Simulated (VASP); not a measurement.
# Ni (P6_3/mmc) in VASP: a series of runs

Ni is run at these levels: PBEsol; tasks: single point.

All numbers are computed with VASP 6.6.1; they aren't measurements. Logs are shortened: lines on timing, memory, paths and dates and some standing lists are left out, and cuts for length are marked.

### Step 1. The cell of the first run

Symmetry: P6_3/mmc, No. 194, hexagonal system. The conventional cell has a = 2.448 Å, b = 2.448 Å, c = 4.014 Å, α = 90.00°, β = 90.00°, γ = 120.00°. Within 3.2 Å of Ni (site symmetry -6m2) lie 12 Ni at 2.45 Å.

This isn't the form of Ni at room conditions, which is fcc.

### Step 2. Single point, PBEsol, collinear spin, antiferromagnetic start

INCAR reads:

```
SYSTEM = Ni
ALGO = Normal ; EDIFF = 1E-7
ENCUT = 520 ; GGA = PS
ISIF = 2 ; ISMEAR = -1
ISPIN = 2 ; LASPH = .True.
LCHARG = .False. ; LMAXMIX = 4
LORBIT = 11 ; LREAL = .False.
LWAVE = .False. ; MAGMOM = 0.8 -0.8
NBANDS = 21 ; NELM = 150
PREC = Accurate ; SIGMA = 0.05
```

KPOINTS reads:

```
k-points
0
Gamma
  14 14 8
  0 0 0
```

POSCAR reads:

```
Ni
1.0
    2.4475504510      0.0000000000      0.0000000000
   -1.2237752255      2.1196408676      0.0000000000
    0.0000000000      0.0000000000      4.0143868579
Ni
2
Direct
    0.3333333333      0.6666666667      0.2500000000
    0.6666666667      0.3333333333      0.7500000000
```

Potentials or basis: VASP PAW PBE potentials, release 64 (Ni).

On the command line:

```
$ cat potpaw_PBE.64/Ni/POTCAR > POTCAR
$ mpirun -np 1 vasp_std > vasp.out
```

OUTCAR:

```text
SYSTEM = Ni
   EDIFF = 1E-7
   ENCUT = 520
   GGA = PS
   ISIF = 2
   ISMEAR = -1
   ISPIN = 2
   LASPH = .True.
   LORBIT = 11
   LREAL = .False.
   NELM = 150
   PREC = Accurate

 ion  position               nearest neighbor table
   1  0.333  0.667  0.250-   2 2.45   2 2.45   2 2.45   2 2.45   2 2.45   2 2.45
   2  0.667  0.333  0.750-   1 2.45   1 2.45   1 2.45   1 2.45   1 2.45   1 2.45

  LATTYP: Found a hexagonal cell.
 ALAT       =     2.4475504510
 C/A-ratio  =     1.6401651113

  Lattice vectors:

 A1 = (   2.4475504510,   0.0000000000,   0.0000000000)
 A2 = (  -1.2237752255,   2.1196408676,   0.0000000000)
 A3 = (   0.0000000000,   0.0000000000,   4.0143868579)

Analysis of symmetry for initial positions (statically):
=====================================================================
 Subroutine PRICEL returns:
 Original cell was already a primitive cell.

 Routine SETGRP: Setting up the symmetry group for a
 hexagonal supercell.

 Subroutine GETGRP returns: Found 24 space group operations
 (whereof 12 operations were pure point group operations)
 out of a pool of 24 trial point group operations.

The static configuration has the point symmetry D_3d.
 The point group associated with its full space group is D_6h.

Analysis of symmetry for dynamics (positions and initial velocities):
=====================================================================
 Subroutine PRICEL returns:
 Original cell was already a primitive cell.

 Routine SETGRP: Setting up the symmetry group for a
 hexagonal supercell.

 Subroutine GETGRP returns: Found 24 space group operations
 (whereof 12 operations were pure point group operations)
 out of a pool of 24 trial point group operations.

The dynamic configuration has the point symmetry D_3d.
 The point group associated with its full space group is D_6h.

Analysis of structural, dynamic, and magnetic symmetry:
=====================================================================
 Subroutine PRICEL returns:
 Original cell was already a primitive cell.

 Routine SETGRP: Setting up the symmetry group for a
 hexagonal supercell.

 Subroutine GETGRP returns: Found 24 space group operations
 (whereof 12 operations were pure point group operations)
 out of a pool of 24 trial point group operations.

The overall configuration has the point symmetry D_3d.
 The point group associated with its full space group is D_6h.

 Subroutine INISYM returns: Found 24 space group operations
 (whereof 12 operations are pure point group operations),
 and found     1 'primitive' translations

----------------------------------------------------------------------------------------

                                     Primitive cell

  volume of cell :      20.8263

  direct lattice vectors                    reciprocal lattice vectors
     2.447550451  0.000000000  0.000000000     0.408571762  0.235889017  0.000000000
    -1.223775226  2.119640868  0.000000000     0.000000000  0.471778033  0.000000000
     0.000000000  0.000000000  4.014386858     0.000000000  0.000000000  0.249104044

  length of vectors
     2.447550451  2.447550451  4.014386858     0.471778033  0.471778033  0.249104044

  position of ions in fractional coordinates (direct lattice)
     0.333333333  0.666666667  0.250000000
     0.666666667  0.333333333  0.750000000

  ion indices of the primitive-cell ions
   primitive index   ion index
                 1           1
                 2           2

----------------------------------------------------------------------------------------

 KPOINTS: k-points

Automatic generation of k-mesh.
 Grid dimensions read from file:
 generate k-points for:   14   14    8

 Generating k-lattice:

  Cartesian coordinates                     Fractional coordinates (reciprocal lattice)
     0.029183697  0.016849215  0.000000000     0.071428571  0.000000000  0.000000000
     0.000000000  0.033698431  0.000000000     0.000000000  0.071428571  0.000000000
     0.000000000  0.000000000  0.031138005     0.000000000  0.000000000  0.125000000

  Length of vectors
     0.033698431  0.033698431  0.031138005

  Shift w.r.t. Gamma in fractional coordinates (k-lattice)
     0.000000000  0.000000000  0.000000000

 Subroutine IBZKPT returns following result:
 ===========================================

 Found    120 irreducible k-points:

 Following reciprocal coordinates:
            Coordinates               Weight
  0.000000  0.000000  0.000000      1.000000
  0.071429 -0.000000  0.000000      6.000000
  0.142857 -0.000000  0.000000      6.000000
  0.214286 -0.000000  0.000000      6.000000
  0.285714 -0.000000  0.000000      6.000000
  0.357143 -0.000000  0.000000      6.000000
[... 16 lines left out ...]
  0.285714  0.285714  0.000000      6.000000
  0.357143  0.285714  0.000000      6.000000
 [... further k-points ...]
   k-points           NKPTS =    120   k-points in BZ     NKDIM =    120   number of bands    NBANDS=     21
   number of dos      NEDOS =    301   number of ions     NIONS =      2
   total plane-waves  NPLWV =   9720
   dimension x,y,z NGX =    18 NGY =   18 NGZ =   30
   dimension x,y,z NGXF=    36 NGYF=   36 NGZF=   60
   ions per type =               2
   NGX,Y,Z   is equivalent  to a cutoff of  12.23, 12.23, 12.42 a.u.
   NGXF,Y,Z  is equivalent  to a cutoff of  24.45, 24.45, 24.85 a.u.
 SYSTEM =  Ni
   PREC   = accura    normal or accurate (medium, high low for compatibility)
   ISTART =      0    job   : 0-new  1-cont  2-samecut
   ICHARG =      2    charge: 1-file 2-atom 10-const
   ISPIN  =      2    spin polarized calculation?
   LNONCOLLINEAR =      F non collinear calculations
   LSORBIT =      F    spin-orbit coupling
   LASPH  =      T    aspherical Exc in radial PAW
   ENCUT  =  520.0 eV  38.22 Ry    6.18 a.u.   4.55  4.55  7.46*2*pi/ulx,y,z
   NELM   =    150;   NELMIN=  2; NELMDL= -5     # of ELM steps
   EDIFF  = 0.1E-06   stopping-criterion for ELM
   LREAL  =      F    real-space projection
   EDIFFG = 0.1E-05   stopping-criterion for IOM
   NSW    =      0    number of steps for IOM
   IBRION =     -1    ionic relax: 0-MD 1-quasi-New 2-CG
   NFREE  =      0    steps in history (QN), initial steepest desc. (CG)
   ISIF   =      2    stress and relaxation
   ISYM   =      2    0-nonsym 1-usesym 2-fastsym
   POTIM  = 0.5000    time-step for ionic-motion
   TEBEG  =    0.0;   TEEND  =   0.0 temperature during run
   PSTRESS=    0.0 pullay stress
   NELECT =      20.0000    total number of electrons
   NUPDOWN=      -1.0000    fix difference up-down
   EMIN   =  10.00;   EMAX   =-10.00  energy-range for DOS
   EFERMI =   0.00;   METHOD = LEGACY
   ISMEAR =    -1;   SIGMA  =   0.05  broadening in eV -4-tet -1-fermi 0-gaus
   EFERMI_NEDOS =   21; number of points for ismear=-14 and -15
   IALGO  =     38    algorithm
   IMIX   =      4    mixing-type and parameters
     AMIX     =   0.40;   BMIX     =  1.00
     AMIX_MAG =   1.60;   BMIX_MAG =  1.00
  volume/ion in A,a.u.               =      10.41        70.27
  Fermi-wavevector in a.u.,A,eV,Ry     =   1.615153  3.052197 35.493797  2.608721
  Thomas-Fermi vector in A             =   2.709947
   LORBIT       =     11    0 simple, 1 ext, 2 COOP (PROOUT), +10 PAW based schemes
   GGA     = PS    functional components
   LHFCALC =     F    Hartree Fock is set to
   AEXX    =    0.0000 exact exchange contribution
   IVDW    =     0    specifies the selected vdW correction
   LEPSILON=     F    determine dielectric tensor
   LRPA    =     F    only Hartree local field effects (RPA)
 spin polarized calculation
  energy-cutoff  :      520.00
  volume of cell :       20.83
 maximum number of plane-waves:       578
   NGX =  9   NGY =  9   NGZ = 15

 number of electron      19.9999984 magnetization      -0.0000000

 number of electron      19.9999984 magnetization       0.0000000

 Free energy of the ion-electron system (eV)
  ---------------------------------------------------
  ext. energy  EPLUGINS =         0.00000000
  ---------------------------------------------------
  free energy    TOTEN  =       -12.14333720 eV

  energy without entropy =      -12.08320906  energy(sigma->0) =      -12.11327313

 E-fermi :   9.6615     XC(G=0): -13.6947

 val. band max:        9.6555994659   @ k =   0.4286   0.1429   0.5000
 cond. band min:       9.6615128989   @ k =   0.2857   0.0714   0.0000
 fundamental gap:      0.0059134330
 Fermi energy:         9.6614823649

 spin component 1

 k-point     1 :       0.0000    0.0000    0.0000
  band No.  band energies     occupation
      1       0.4459      1.00000
      2       4.9469      1.00000
      3       7.6579      1.00000
      4       7.7116      1.00000
      5       7.7116      1.00000
      6       8.0604      1.00000
[... 13 lines left out ...]
     20      36.5311      0.00000
     21      41.3013      0.00000
[... 529 lines left out ...]
 k-point    24 :       0.3571    0.2857    0.0000
  band No.  band energies     occupation
      1       6.0335      1.00000
      2       6.1438      1.00000
      3       6.2621      1.00000
      4       6.5216      1.00000
      5       7.4027      1.00000
      6       7.5264      1.00000
[... 13 lines left out ...]
     20      43.5596      0.00000
     21      46.2545      0.00000

 [... further k-points ...]

 spin component 2

 k-point     1 :       0.0000    0.0000    0.0000
  band No.  band energies     occupation
      1       0.4459      1.00000
      2       4.9469      1.00000
      3       7.6579      1.00000
      4       7.7116      1.00000
      5       7.7116      1.00000
      6       8.0604      1.00000
[... 13 lines left out ...]
     20      36.5311      0.00000
     21      41.3013      0.00000
[... 529 lines left out ...]
 k-point    24 :       0.3571    0.2857    0.0000
  band No.  band energies     occupation
      1       6.0335      1.00000
      2       6.1438      1.00000
      3       6.2621      1.00000
      4       6.5216      1.00000
      5       7.4027      1.00000
      6       7.5264      1.00000
[... 13 lines left out ...]
     20      43.5596      0.00000
     21      46.2545      0.00000

 [... further k-points ...]

------------------------ aborting loop because EDIFF is reached ----------------------------------------

  FORCE on cell =-STRESS in cart. coord.  units (eV):
  Direction    XX          YY          ZZ          XY          YZ          ZX
  --------------------------------------------------------------------------------------
  -------------------------------------------------------------------------------------
  Total       -0.1761966     -0.1761966     -0.0107164      0.0000000     -0.0000000      0.0000000
  in kB      -13.5548549    -13.5548549     -0.8244158      0.0000000     -0.0000000      0.0000000
  external PRESSURE =      -9.3113752 kB  Pullay stress =       0.0000000 kB

 VOLUME and BASIS-vectors are now :
 -----------------------------------------------------------------------------
  energy-cutoff  :      520.00
  volume of cell :       20.83
      direct lattice vectors                 reciprocal lattice vectors
     2.447550451  0.000000000  0.000000000     0.408571762  0.235889017  0.000000000
    -1.223775226  2.119640868  0.000000000     0.000000000  0.471778033  0.000000000
     0.000000000  0.000000000  4.014386858     0.000000000  0.000000000  0.249104044

 POSITION                                       TOTAL-FORCE (eV/Angst)
 -----------------------------------------------------------------------------------
     -0.00000      1.41309      1.00360         0.000000      0.000000      0.000000
      1.22378      0.70655      3.01079        -0.000000     -0.000000      0.000000
 -----------------------------------------------------------------------------------
    total drift:                               -0.000000      0.000000     -0.000000

  FREE ENERGIE OF THE ION-ELECTRON SYSTEM (eV)
  ---------------------------------------------------
  free  energy   TOTEN  =       -12.1433371992 eV

  energy  without entropy=      -12.0832090577  energy(sigma->0) =      -12.11327313

 total charge

# of ion       s       p       d       tot
------------------------------------------
    1        0.515   0.538   8.346   9.398
    2        0.515   0.538   8.346   9.398
--------------------------------------------------
tot          1.030   1.075  16.691  18.796

 magnetization (x)

# of ion       s       p       d       tot
------------------------------------------
    1       -0.001  -0.000   0.144   0.143
    2        0.001   0.000  -0.144  -0.143
--------------------------------------------------
tot          0.000   0.000   0.000   0.000
```

Wall time 73 s (1 thread of AMD EPYC 9R45 (Zen 5), shared host); peak memory 0.16 GiB.

Results:

| Property | Result |
| --- | --- |
| Free energy | -12.1433 eV |
| Pressure | -0.9 GPa |
| Band gap on the k mesh | zero (filled and empty bands overlap) |
| Net moment | 0.00 μB per cell |
| Site moments | Ni +0.14, -0.14 μB |
| Valence electrons inside the program's atomic spheres | Ni 9.40 |

Stress tensor (GPa, compression positive):
```
-1.36  0.00  0.00
 0.00 -1.36  0.00
 0.00  0.00 -0.08
```

Caveat: the PAW data sets were made with another functional, which shifts forces and pressure a little.

### Step 3. Single point, PBEsol, collinear spin, ferromagnetic start (9.16 Å³/atom)

This run uses another cell than the first one, of 9.16 Å³/atom.

INCAR reads:

```
SYSTEM = Ni
ALGO = Normal
EDIFF = 1E-7
ENCUT = 520
GGA = PS
ISIF = 2
ISMEAR = -1
ISPIN = 2
LASPH = .True.
LCHARG = .False.
LMAXMIX = 4
LORBIT = 11
LREAL = .False.
LWAVE = .False.
MAGMOM = 0.671 0.671
NBANDS = 21
NELM = 150
PREC = Accurate
SIGMA = 0.05
```

KPOINTS reads:

```
k-points
0
Gamma
  17 17 9
  0 0 0
```

POSCAR reads:

```
Ni
1.0
    2.3454483664      0.0000000000      0.0000000000
   -1.1727241832      2.0312178686      0.0000000000
    0.0000000000      0.0000000000      3.8469225810
Ni
2
Direct
    0.3333333333      0.6666666667      0.2500000000
    0.6666666667      0.3333333333      0.7500000000
```

Potentials or basis: VASP PAW PBE potentials, release 64 (Ni).

On the command line:

```
$ cat potpaw_PBE.64/Ni/POTCAR > POTCAR
$ mpirun -np 1 vasp_std > vasp.out
```

Wall time 83 s (1 thread of AMD EPYC 9R45 (Zen 5), shared host); peak memory 0.17 GiB.

Results (log left out):

```yaml
Free_energy: -11.9649 eV
Pressure: 39.2 GPa
Net_moment: 1.17 μB per cell
Site_moments: Ni +0.58 μB
Valence_electrons_inside_the_program's_atomic_spheres: Ni 9.68
```

Levels at points of the mesh, in eV from the Fermi level:
Spin up:
| k point | band 7 | band 8 | band 9 | band 10 | band 11 | band 12 | band 13 | band 14 | band 15 | band 16 |
| --- | --- | --- | --- | --- | --- | --- | --- | --- | --- | --- |
| (0.00, 0.00, 0.00) | -2.45 | -1.92 | -1.92 | -0.75 | -0.70 | -0.70 | 6.92 | 24.03 | 27.32 | 27.53 |
Spin down:
```csv
k point,band 7,band 8,band 9,band 10,band 11,band 12,band 13,band 14
"(0.00, 0.00, 0.00)",-1.82,-1.29,-1.29,-0.75,-0.03,-0.03,7.32,23.96
```

Caveat: the cell stands under pressure; the PAW data sets were made with another functional, which shifts forces and pressure a little.

### Step 4. Single point, PBEsol, collinear spin, ferromagnetic start (9.58 Å³/atom)

This run uses another cell than the first one, of 9.58 Å³/atom.

INCAR reads:

```
SYSTEM = Ni
PREC     = Accurate       ! precision mode
ENCUT    = 520            ! plane-wave cutoff, eV
EDIFF    = 1E-6           ! SCF threshold, eV
ISMEAR   = -1             ! smearing method
SIGMA    = 0.05           ! smearing width, eV
LREAL    = .False.        ! projectors in reciprocal space
LASPH    = .True.         ! aspherical terms in the spheres
NELM     = 150            ! most SCF steps
ALGO     = Normal         ! electronic algorithm
ISIF     = 2              ! what is computed and relaxed
LWAVE    = .False.        ! write WAVECAR
LCHARG   = .False.        ! write CHGCAR
ISPIN    = 2              ! spin polarisation
MAGMOM   = 0.671 0.671    ! initial moments
LORBIT   = 11             ! projections on sites
LMAXMIX  = 4              ! l up to which the mixer works
GGA      = PS             ! functional
NBANDS   = 21             ! bands
```

KPOINTS reads:

```
regular mesh
0
Gamma
  17 17 9
  0 0 0
```

POSCAR reads:

```
Ni
1.0
    2.3804602202      0.0000000000      0.0000000000
   -1.1902301101      2.0615390234      0.0000000000
    0.0000000000      0.0000000000      3.9043478021
Ni
2
Direct
    0.3333333333      0.6666666667      0.2500000000
    0.6666666667      0.3333333333      0.7500000000
```

On the command line:

```
$ cat potpaw_PBE.64/Ni/POTCAR > POTCAR
$ mpirun -np 1 vasp_std > vasp.out
```

It took 84 s on 1 thread of AMD EPYC 9R45 (Zen 5), shared host; peak memory 0.17 GiB.

It converged, with:

```
Free energy                                           : -12.1250 eV
Pressure                                              : 22.9 GPa
Net moment                                            : 1.20 μB per cell
Site moments                                          : Ni +0.60 μB
Valence electrons inside the program's atomic spheres : Ni 9.57
```

Levels at points of the mesh, in eV from the Fermi level:
Spin up:
```csv
k point,band 8,band 9,band 10,band 11,band 12,band 13,band 14,band 15
"(0.00, 0.00, 0.00)",-1.85,-1.85,-0.71,-0.71,-0.66,6.54,23.66,26.71
```
Spin down:
```csv
k point,band 8,band 9,band 10,band 11,band 12,band 13
"(0.00, 0.00, 0.00)",-1.21,-1.21,-0.67,-0.02,-0.02,6.94
```

Caveat: the cell stands under pressure; the PAW data sets were made with another functional, which shifts forces and pressure a little.

### Step 5. Summary

| spin | cell | k mesh | gap on the mesh (eV) | pressure (GPa) | moment (μB) |
| --- | --- | --- | --- | --- | --- |
| collinear, antiferromagnetic start | a = 2.448, b = 2.448, c = 4.014 Å, angles 90.0, 90.0, 120.0°, 2 atoms | 14 × 14 × 8 | none | -0.9 | 0.00 |
| collinear, ferromagnetic start | a = 2.345, b = 2.345, c = 3.847 Å, angles 90.0, 90.0, 120.0°, 2 atoms | 17 × 17 × 9 | none | 39.2 | 1.17 |
| collinear, ferromagnetic start | a = 2.380, b = 2.380, c = 3.904 Å, angles 90.0, 90.0, 120.0°, 2 atoms | 17 × 17 × 9 | none | 22.9 | 1.20 |

Alike in all rows: task single point; level PBEsol; potentials or basis VASP PAW PBE potentials, release 64 (Ni); cutoff (eV) 520; smearing fermi-dirac 0.05 eV.

Caveats: the PAW data sets were made with another functional, which shifts forces and pressure a little; the cell stands under pressure (at least some runs).

Absolute energies hang on the potentials; compare differences alone.
